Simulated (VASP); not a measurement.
Runs of VASP 6.6.1 on Hg3Pt. The structure is that of space group Pm-3m (No. 221), or close to it. The cells are those of the table. 

```csv
task,cell,cutoff (eV),gap on the mesh (eV),pressure (GPa)
relaxation of cell and atoms,"relaxed from a = 4.344 Å, 4 atoms",600,none,0.1
single point,"a = 4.101 Å, 4 atoms",520,none,12.2
single point,"a = 4.165 Å, 4 atoms",520,none,3.7
single point,"a = 4.139 Å, 4 atoms",520,none,6.9
relaxation of cell and atoms,"relaxed to 2 GPa from a = 4.344 Å, 4 atoms",600,none,1.9
relaxation of cell and atoms,"relaxed to 10 GPa from a = 4.344 Å, 4 atoms",600,none,10.0
relaxation of cell and atoms,"relaxed to 5 GPa from a = 4.344 Å, 4 atoms",600,none,5.0
single point,"a = 4.185 Å, 4 atoms",520,none,(a)
relaxation of cell and atoms,"relaxed to -2 GPa from a = 4.344 Å, 4 atoms",600,none,-2.0
single point,"a = 4.206 Å, 4 atoms",520,none,(b)
```

Alike in all rows: level LDA; potentials or basis VASP PAW LDA potentials, release 64 (Hg, Pt); no spin polarisation; k mesh 5 × 5 × 5; smearing methfessel-paxton 0.15 eV.

Task: Estimate the missing entries.

Result: (a) 1.6; (b) -0.5.

Caveats: spin-orbit coupling is left out, which moves the levels of the heavy elements; the cell is relaxed towards a set pressure, so the run minimises the enthalpy, not the energy (at least some runs); the cell stands under pressure (at least some runs).

A k mesh can miss the band edges, and the runs leave out spin-orbit coupling on Hg, Pt.

A gap of «none» marks levels without a gap at the run's occupations.
